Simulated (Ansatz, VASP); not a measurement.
## Ca3AsP in VASP and in Ansatz

File INCAR:

```
SYSTEM = Ca3AsP
  ALGO = Normal
  EDIFF = 1E-6
  ENCUT = 520
  GGA = PE
  ISIF = 2
  ISMEAR = -1
  LASPH = .True.
  LCHARG = .False.
  LREAL = .False.
  LWAVE = .False.
  NBANDS = 28
  NELM = 100
  PREC = Accurate
  SIGMA = 0.05
```

The input KPOINTS:

```
k-points
0
Gamma
  5 5 5
  0 0 0
```

File POSCAR:

```
Ca3AsP
1.0
    5.3338990000      0.0000000000      0.0000000000
    0.0000000000      5.3338990000      0.0000000000
    0.0000000000      0.0000000000      5.3338990000
As Ca P
1 3 1
Direct
    0.0000000000      0.0000000000      0.0000000000
    0.5000000000      0.5000000000      0.0000000000
    0.5000000000      0.0000000000      0.5000000000
    0.0000000000      0.5000000000      0.5000000000
    0.5000000000      0.5000000000      0.5000000000
```

The input input.yaml:

```yaml
crystal:
  lattice:
    - [5.333899, 0.0, 0.0]
    - [0.0, 5.333899, 0.0]
    - [0.0, 0.0, 5.333899]
  atoms:
    - { symbol: As, position: [0.0, 0.0, 0.0] }
    - { symbol: Ca, position: [0.5, 0.5, 0.0] }
    - { symbol: Ca, position: [0.5, 0.0, 0.5] }
    - { symbol: Ca, position: [0.0, 0.5, 0.5] }
    - { symbol: P, position: [0.5, 0.5, 0.5] }
hamiltonian:
  xc: pbe
  pseudopotentials: { kind: paw }
kpoints:
  mp_grid: { grid: [5, 5, 5] }
scf:
  occupations: { method: fermi_dirac, width: 0.05 }
output:
  forces: true
  stress: true
  eigenvalues: true
  write_density: true
  write_potential: true
  elf: true
  volumetric_format: npy
```

Alike in both runs: task single point; functional PBE; k mesh 5 × 5 × 5; occupations fermi-dirac, width 0.05 eV; no spin polarisation.

|  | VASP | Ansatz |
| --- | --- | --- |
| version | VASP 6.6.1 | Ansatz 0.2.0 |
| potentials or method | VASP PAW PBE potentials, release 64 (As, Ca_sv, P) | Ansatz PAW |
| plane-wave cutoff (eV) | 520 | 420 |
| valence electrons in the cell | 40 | 50 |

```csv
,VASP,Ansatz,Ansatz less VASP
gap on the k mesh at the Fermi level (eV),0.18,0.19,+0.005
least direct gap on the mesh (eV),0.18,0.19,+0.005
pressure (GPa),0.0,-0.1,-0.11
```

VASP's potentials hold 40 valence electrons a cell and Ansatz's 50, so a difference there can come from the potentials and not from the codes.

Noted on Ansatz's run: odd divisions of the mesh miss points on the zone boundary, where band edges often lie, so the gap on the mesh can be too wide.
